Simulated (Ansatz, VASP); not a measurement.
**Bi in VASP and in Ansatz**

File INCAR:

```
SYSTEM = Bi
ALGO = Fast
EDIFF = 1E-7
ENCUT = 520
GGA = PS
GGA_COMPAT = .False.
ISIF = 2
ISMEAR = -1
LASPH = .True.
LCHARG = .False.
LNONCOLLINEAR = .True.
LORBIT = 11
LORBMOM = .True.
LREAL = .False.
LSORBIT = .True.
LWAVE = .False.
MAGMOM = 0 0 0
NBANDS = 26
NELM = 150
PREC = Accurate
SIGMA = 0.05
```

File KPOINTS:

```
k-points
0
Gamma
  7 7 7
  0 0 0
```

Contents of POSCAR:

```
Bi
1.0
   -1.9814305318      1.9814305318      1.9814305318
    1.9814305318     -1.9814305318      1.9814305318
    1.9814305318      1.9814305318     -1.9814305318
Bi
1
Direct
    0.0000000000      0.0000000000      0.0000000000
```

File input.yaml:

```yaml
crystal:
  lattice:
    - [-1.9814305318, 1.9814305318, 1.9814305318]
    - [1.9814305318, -1.9814305318, 1.9814305318]
    - [1.9814305318, 1.9814305318, -1.9814305318]
  atoms:
    - { symbol: Bi, position: [0.0, 0.0, 0.0] }
kpoints:
  mp_grid: { grid: [7, 7, 7] }
  band_path:
    path:
      - [0.0, 0.0, 0.0]
      - [0.5, -0.5, 0.5]
      - [0.0, 0.0, 0.5]
      - [0.0, 0.0, 0.0]
      - [0.25, 0.25, 0.25]
      - [0.5, -0.5, 0.5]
    npoints: 6
scf:
  occupations: { method: fermi_dirac, width: 0.05 }
hamiltonian:
  xc: pbesol
  pseudopotentials: { kind: all_electron, lapw: { basis_error: 0.001 } }
magnetization:
  noncollinear: true
  spin_orbit: true
output:
  forces: true
  stress: true
  eigenvalues: true
```

Alike in both runs: functional PBEsol; k mesh 7 × 7 × 7; occupations fermi-dirac, width 0.05 eV; non-collinear spin, spin-orbit coupling.

|  | VASP | Ansatz |
| --- | --- | --- |
| version | VASP 6.6.1 | Ansatz 0.2.0 |
| potentials or method | VASP PAW PBE potentials, release 64 (Bi_d), cutoff 520 eV | all-electron LAPW, relativistic spinors |
| task | single point | band structure |

VASP gave:

| Quantity | Value |
| --- | --- |
| pressure (GPa) | -0.5 |
| net moment per atom (μB) | 0.00 |

Question: What did Ansatz give for the same quantities?

Answer: Pressure (GPa): -0.3; net moment per atom (μB): 0.00.

VASP's potentials were made for PBE, not for PBEsol. Ansatz ran all-electron here, and VASP with PAW potentials.

Noted on Ansatz's run: the k mesh is thin for a metal, which can move the energy by tens of meV per atom.
